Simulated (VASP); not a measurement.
# Si4S (P6/mmm) in VASP: further runs

Si4S is run at these levels: PBE; tasks: single point.

Program: VASP 6.6.1. These are calculated values, not measurements. Logs are shortened: lines on timing, memory, paths and dates and some standing lists are left out, and cuts for length are marked.

## (1) The cell of the first run

Symmetry: P6/mmm, No. 191, hexagonal system. The conventional cell has a = 5.009 Å, b = 5.009 Å, c = 4.669 Å, α = 90.00°, β = 90.00°, γ = 120.00°. Si (site symmetry 6/mmm) has 2 S at 2.33 Å and 6 Si at 2.50 Å within 3.1 Å. Within 3.3 Å of Si (site symmetry mmm) lie 6 Si at 2.50 Å. S (site symmetry 6/mmm) has 2 Si at 2.33 Å within 3.1 Å.

## (2) Single point, PBE

Contents of INCAR:

```
ALGO = Normal
EDIFF = 1E-6
ENCUT = 500
GGA = PE
GGA_COMPAT = F
ISIF = 2
ISMEAR = 0
LASPH = T
LCHARG = T
LELF = T
LREAL = F
LVHAR = T
LWAVE = F
NBANDS = 19
NELM = 120
PREC = Accurate
SIGMA = 0.2
```

Contents of KPOINTS:

```
k-points
0
Gamma
  5 5 2
```

Contents of POSCAR:

```
Si4S
1.0
    5.0086765006      0.0000000040      0.0000000000
   -2.5043382538      4.3376410869      0.0000000000
    0.0000000000      0.0000000000      4.6691782828
Si S
4 1
Direct
    0.0000000000      0.0000000000      0.5000000000
    0.5000000000      0.0000000000      0.5000000000
    0.0000000000      0.5000000000      0.5000000000
    0.5000000000      0.5000000000      0.5000000000
    0.0000000000      0.0000000000      0.0000000000
```

Potentials or basis: VASP PAW PBE potentials, release 64 (Si, S).

The run is started by

```sh
$ cat potpaw_PBE.64/Si/POTCAR potpaw_PBE.64/S/POTCAR > POTCAR
$ mpirun -np 1 vasp_std > vasp.out
```

OUTCAR:

```text
EDIFF = 1E-6
   ENCUT = 500
   GGA = PE
   ISIF = 2
   ISMEAR = 0
   LASPH = T
   LREAL = F
   NELM = 120
   PREC = Accurate

 ion  position               nearest neighbor table
   1  0.000  0.000  0.500-   5 2.33   5 2.33   2 2.50   2 2.50   4 2.50   4 2.50   3 2.50   3 2.50

   2  0.500  0.000  0.500-   1 2.50   1 2.50   3 2.50   3 2.50   4 2.50   4 2.50
   3  0.000  0.500  0.500-   4 2.50   4 2.50   2 2.50   2 2.50   1 2.50   1 2.50
   4  0.500  0.500  0.500-   3 2.50   3 2.50   1 2.50   1 2.50   2 2.50   2 2.50
   5  0.000  0.000  0.000-   1 2.33   1 2.33

  LATTYP: Found a hexagonal cell.
 ALAT       =     5.0086765006
 C/A-ratio  =     0.9322179786

  Lattice vectors:

 A1 = (   5.0086765006,   0.0000000040,   0.0000000000)
 A2 = (  -2.5043382538,   4.3376410869,   0.0000000000)
 A3 = (   0.0000000000,   0.0000000000,   4.6691782828)

Analysis of symmetry for initial positions (statically):
=====================================================================
 Subroutine PRICEL returns:
 Original cell was already a primitive cell.

 Routine SETGRP: Setting up the symmetry group for a
 hexagonal supercell.

 Subroutine GETGRP returns: Found 24 space group operations
 (whereof 24 operations were pure point group operations)
 out of a pool of 24 trial point group operations.

The static configuration has the point symmetry D_6h.

Analysis of symmetry for dynamics (positions and initial velocities):
=====================================================================
 Subroutine PRICEL returns:
 Original cell was already a primitive cell.

 Routine SETGRP: Setting up the symmetry group for a
 hexagonal supercell.

 Subroutine GETGRP returns: Found 24 space group operations
 (whereof 24 operations were pure point group operations)
 out of a pool of 24 trial point group operations.

The dynamic configuration has the point symmetry D_6h.

 Subroutine INISYM returns: Found 24 space group operations
 (whereof 24 operations are pure point group operations),
 and found     1 'primitive' translations

----------------------------------------------------------------------------------------

                                     Primitive cell

  volume of cell :     101.4418

  direct lattice vectors                    reciprocal lattice vectors
     5.008676501  0.000000004  0.000000000     0.199653541  0.115270026  0.000000000
    -2.504338254  4.337641087  0.000000000    -0.000000000  0.230540051  0.000000000
     0.000000000  0.000000000  4.669178283     0.000000000  0.000000000  0.214170447

  length of vectors
     5.008676501  5.008676501  4.669178283     0.230540051  0.230540051  0.214170447

  position of ions in fractional coordinates (direct lattice)
     0.000000000  0.000000000  0.500000000
     0.500000000  0.000000000  0.500000000
     0.000000000  0.500000000  0.500000000
     0.500000000  0.500000000  0.500000000
     0.000000000  0.000000000  0.000000000

  ion indices of the primitive-cell ions
   primitive index   ion index
                 1           1
                 2           2
                 3           3
                 4           4
                 5           5

----------------------------------------------------------------------------------------

 KPOINTS: k-points

Automatic generation of k-mesh.
 Grid dimensions read from file:
 generate k-points for:    5    5    2

 Generating k-lattice:

  Cartesian coordinates                     Fractional coordinates (reciprocal lattice)
     0.039930708  0.023054005  0.000000000     0.200000000  0.000000000  0.000000000
    -0.000000000  0.046108010  0.000000000     0.000000000  0.200000000  0.000000000
     0.000000000  0.000000000  0.107085224     0.000000000  0.000000000  0.500000000

  Length of vectors
     0.046108010  0.046108010  0.107085224

  Shift w.r.t. Gamma in fractional coordinates (k-lattice)
     0.000000000  0.000000000  0.000000000

 Subroutine IBZKPT returns following result:
 ===========================================

 Found     10 irreducible k-points:

 Following reciprocal coordinates:
            Coordinates               Weight
  0.000000  0.000000  0.000000      1.000000
  0.200000  0.000000  0.000000      6.000000
  0.400000  0.000000  0.000000      6.000000
  0.200000  0.200000  0.000000      6.000000
  0.400000  0.200000  0.000000      6.000000
  0.000000  0.000000  0.500000      1.000000
  0.200000  0.000000  0.500000      6.000000
  0.400000  0.000000  0.500000      6.000000
  0.200000  0.200000  0.500000      6.000000
  0.400000  0.200000  0.500000      6.000000
   k-points           NKPTS =     10   k-points in BZ     NKDIM =     10   number of bands    NBANDS=     19
   number of dos      NEDOS =    301   number of ions     NIONS =      5
   total plane-waves  NPLWV =  57600
   dimension x,y,z NGX =    40 NGY =   40 NGZ =   36
   dimension x,y,z NGXF=    80 NGYF=   80 NGZF=   72
   ions per type =               4   1
   NGX,Y,Z   is equivalent  to a cutoff of  13.28, 13.28, 12.82 a.u.
   NGXF,Y,Z  is equivalent  to a cutoff of  26.55, 26.55, 25.64 a.u.
 SYSTEM =  unknown system
   PREC   = accura    normal or accurate (medium, high low for compatibility)
   ISTART =      0    job   : 0-new  1-cont  2-samecut
   ICHARG =      2    charge: 1-file 2-atom 10-const
   ISPIN  =      1    spin polarized calculation?
   LNONCOLLINEAR =      F non collinear calculations
   LSORBIT =      F    spin-orbit coupling
   LASPH  =      T    aspherical Exc in radial PAW
   ENCUT  =  500.0 eV  36.75 Ry    6.06 a.u.   9.13  9.13  8.51*2*pi/ulx,y,z
   NELM   =    120;   NELMIN=  2; NELMDL= -5     # of ELM steps
   EDIFF  = 0.1E-05   stopping-criterion for ELM
   LREAL  =      F    real-space projection
   EDIFFG = 0.1E-04   stopping-criterion for IOM
   NSW    =      0    number of steps for IOM
   IBRION =     -1    ionic relax: 0-MD 1-quasi-New 2-CG
   NFREE  =      0    steps in history (QN), initial steepest desc. (CG)
   ISIF   =      2    stress and relaxation
   ISYM   =      2    0-nonsym 1-usesym 2-fastsym
   POTIM  = 0.5000    time-step for ionic-motion
   TEBEG  =    0.0;   TEEND  =   0.0 temperature during run
   PSTRESS=    0.0 pullay stress
   NELECT =      22.0000    total number of electrons
   NUPDOWN=      -1.0000    fix difference up-down
   EMIN   =  10.00;   EMAX   =-10.00  energy-range for DOS
   EFERMI =   0.00;   METHOD = LEGACY
   ISMEAR =     0;   SIGMA  =   0.20  broadening in eV -4-tet -1-fermi 0-gaus
   EFERMI_NEDOS =   21; number of points for ismear=-14 and -15
   IALGO  =     38    algorithm
   IMIX   =      4    mixing-type and parameters
     AMIX     =   0.40;   BMIX     =  1.00
     AMIX_MAG =   1.60;   BMIX_MAG =  1.00
  volume/ion in A,a.u.               =      20.29       136.91
  Fermi-wavevector in a.u.,A,eV,Ry     =   0.983581  1.858698 13.162700  0.967431
  Thomas-Fermi vector in A             =   2.114749
   LORBIT       =      0    0 simple, 1 ext, 2 COOP (PROOUT), +10 PAW based schemes
   GGA     = PE    functional components
   LHFCALC =     F    Hartree Fock is set to
   AEXX    =    0.0000 exact exchange contribution
   IVDW    =     0    specifies the selected vdW correction
   LEPSILON=     F    determine dielectric tensor
   LRPA    =     F    only Hartree local field effects (RPA)
 non-spin polarized calculation
 Gauss-broadening in eV      SIGMA  =   0.20
  energy-cutoff  :      500.00
  volume of cell :      101.44
 maximum number of plane-waves:      2594
 NGX is ok and might be reduce to    40
   NGX = 19   NGY = 19   NGZ = 17

 number of electron      21.9999999 magnetization

 Free energy of the ion-electron system (eV)
  ---------------------------------------------------
  ext. energy  EPLUGINS =         0.00000000
  ---------------------------------------------------
  free energy    TOTEN  =       -22.11305238 eV

  energy without entropy =      -22.06254609  energy(sigma->0) =      -22.08779924

 E-fermi :   5.4926     XC(G=0):  -9.3451

 val. band max:        5.3819011114   @ k =   0.4000   0.2000   0.5000
 cond. band min:       5.5133900055   @ k =   0.2000   0.2000   0.0000
 fundamental gap:      0.1314888941
 Fermi energy:         5.4926031352

 k-point     1 :       0.0000    0.0000    0.0000
  band No.  band energies     occupation
      1      -8.6544      2.00000
      2      -5.3742      2.00000
      3      -0.8169      2.00000
      4      -0.5698      2.00000
      5      -0.5698      2.00000
      6       0.0497      2.00000
[... 11 lines left out ...]
     18      10.8233      0.00000
     19      13.2437      0.00000

 k-point     2 :       0.2000    0.0000    0.0000
  band No.  band energies     occupation
      1      -8.4902      2.00000
      2      -5.3746      2.00000
      3      -2.2351      2.00000
      4      -1.2382      2.00000
      5      -0.7087      2.00000
      6      -0.7051      2.00000
[... 11 lines left out ...]
     18      10.6264      0.00000
     19      10.6671      0.00000

 k-point     3 :       0.4000    0.0000    0.0000
  band No.  band energies     occupation
      1      -8.1686      2.00000
      2      -5.3431      2.00000
      3      -3.7169      2.00000
      4      -1.7745      2.00000
      5      -1.0727      2.00000
      6      -0.5108      2.00000
[... 11 lines left out ...]
     18      11.6964      0.00000
     19      12.0348      0.00000

 k-point     4 :       0.2000    0.2000    0.0000
  band No.  band energies     occupation
      1      -8.2411      2.00000
      2      -5.3137      2.00000
      3      -3.3057      2.00000
      4      -2.5668      2.00000
      5      -0.5524      2.00000
      6       0.4680      2.00000
[... 99 lines left out ...]
     18      11.4756      0.00000
     19      12.0035      0.00000

 k-point     9 :       0.2000    0.2000    0.5000
  band No.  band energies     occupation
      1      -7.2520      2.00000
      2      -6.5425      2.00000
      3      -3.7511      2.00000
      4      -3.1424      2.00000
      5       0.7776      2.00000
      6       0.9059      2.00000
[... 11 lines left out ...]
     18      11.2477      0.00000
     19      12.0303      0.00000

 k-point    10 :       0.4000    0.2000    0.5000
  band No.  band energies     occupation
      1      -7.2306      2.00000
      2      -5.6895      2.00000
      3      -4.9435      2.00000
      4      -3.6639      2.00000
      5       0.5840      2.00000
      6       1.5195      2.00000
[... 11 lines left out ...]
     18       9.8684      0.00000
     19      12.0084      0.00000

------------------------ aborting loop because EDIFF is reached ----------------------------------------

  FORCE on cell =-STRESS in cart. coord.  units (eV):
  Direction    XX          YY          ZZ          XY          YZ          ZX
  --------------------------------------------------------------------------------------
  -------------------------------------------------------------------------------------
  Total        0.4673790      0.4673790     -0.0748761     -0.0000000      0.0000000      0.0000000
  in kB        7.3818082      7.3818082     -1.1825970     -0.0000000      0.0000000      0.0000000
  external PRESSURE =       4.5270064 kB  Pullay stress =       0.0000000 kB

 VOLUME and BASIS-vectors are now :
 -----------------------------------------------------------------------------
  energy-cutoff  :      500.00
  volume of cell :      101.44
      direct lattice vectors                 reciprocal lattice vectors
     5.008676501  0.000000004  0.000000000     0.199653541  0.115270026  0.000000000
    -2.504338254  4.337641087  0.000000000    -0.000000000  0.230540051  0.000000000
     0.000000000  0.000000000  4.669178283     0.000000000  0.000000000  0.214170447

 POSITION                                       TOTAL-FORCE (eV/Angst)
 -----------------------------------------------------------------------------------
      0.00000      0.00000      2.33459         0.000000      0.000000      0.000000
      2.50434      0.00000      2.33459         0.000000      0.000000      0.000000
     -1.25217      2.16882      2.33459        -0.000000      0.000000      0.000000
      1.25217      2.16882      2.33459         0.000000      0.000000      0.000000
      0.00000      0.00000      0.00000         0.000000      0.000000      0.000000
 -----------------------------------------------------------------------------------
    total drift:                                0.000000      0.000000     -0.000000

  FREE ENERGIE OF THE ION-ELECTRON SYSTEM (eV)
  ---------------------------------------------------
  free  energy   TOTEN  =       -22.1130523836 eV

  energy  without entropy=      -22.0625460925  energy(sigma->0) =      -22.08779924
```

Run time: 18 s. Hardware: 1 thread of Intel Xeon Platinum 8488C (Sapphire Rapids), shared host; peak memory 0.22 GiB.

What came out:

* Free energy: -22.1131 eV
* Pressure: 0.5 GPa
* Band gap on the k mesh: zero (band 11 reaches 5.84 eV, above the bottom of band 12 at 4.67 eV)

Levels at points of the mesh, in eV from the Fermi level:
```csv
k point,band 7,band 8,band 9,band 10,band 11,band 12,band 13,band 14,band 15,band 16
"(0.00, 0.00, 0.00)",-4.77,-4.77,-4.42,-0.83,-0.79,-0.79,3.02,3.02,3.77,3.86
"(0.00, 0.00, 0.50)",-4.63,-4.63,-2.84,-2.32,-2.32,0.25,1.90,1.90,2.55,4.14
```

Caveat: the k points lie up to 0.67 Å⁻¹ apart.

## (3) Single point, PBE

This run uses another cell than the first one, of 21.85 Å³/atom, 1.077 times its volume.

Contents of INCAR:

```
SYSTEM = Si4S
PREC = Accurate ; ENCUT = 500
EDIFF = 1E-6 ; ISMEAR = 0
SIGMA = 0.2 ; LREAL = .FALSE.
LASPH = .TRUE. ; NELM = 120
ALGO = Normal ; ISIF = 2
LWAVE = .FALSE. ; LCHARG = .TRUE.
GGA = PE ; LELF = .TRUE.
LVHAR = .TRUE. ; NBANDS = 19
GGA_COMPAT = .FALSE.
```

Contents of KPOINTS:

```
regular mesh
0
G
  5 5 3
  0 0 0
```

Contents of POSCAR:

```
Si4S
1.0
    5.1551225819     -0.0000000038      0.0000000000
   -2.5775612877      4.4644671175      0.0000000000
    0.0000000000      0.0000000000      4.7479155201
Si S
4 1
Direct
    0.5000000000      0.0000000000      0.5000000000
    0.0000000000      0.5000000000      0.5000000000
    0.5000000000      0.5000000000      0.5000000000
    0.0000000000      0.0000000000      0.0000000000
    0.0000000000      0.0000000000      0.5000000000
```

Potentials or basis: VASP PAW PBE potentials, release 64 (Si, S).

The run is started by

```sh
$ cat potpaw_PBE.64/Si/POTCAR potpaw_PBE.64/S/POTCAR > POTCAR
$ mpirun -np 1 vasp_std > vasp.out
```

It took 19 s on 1 thread of Intel Xeon Platinum 8488C (Sapphire Rapids), shared host; peak memory 0.22 GiB.

The run converged. Its results:

```
Free energy            : -20.5787 eV
Pressure               : 0.3 GPa
Band gap on the k mesh : zero (band 11 reaches 6.65 eV, above the bottom of band 12 at 4.88 eV)
```

Stress tensor (GPa, compression positive):
```
0.34 0.00 0.00
0.00 0.34 0.00
0.00 0.00 0.25
```

Levels at points of the mesh, in eV from the Fermi level:
```tsv
k point	band 8	band 9	band 10	band 11	band 12	band 13
(0.00, 0.00, 0.00)	-4.87	-4.87	-0.86	1.47	1.47	2.69
```

Caveat: the k points lie up to 0.44 Å⁻¹ apart.
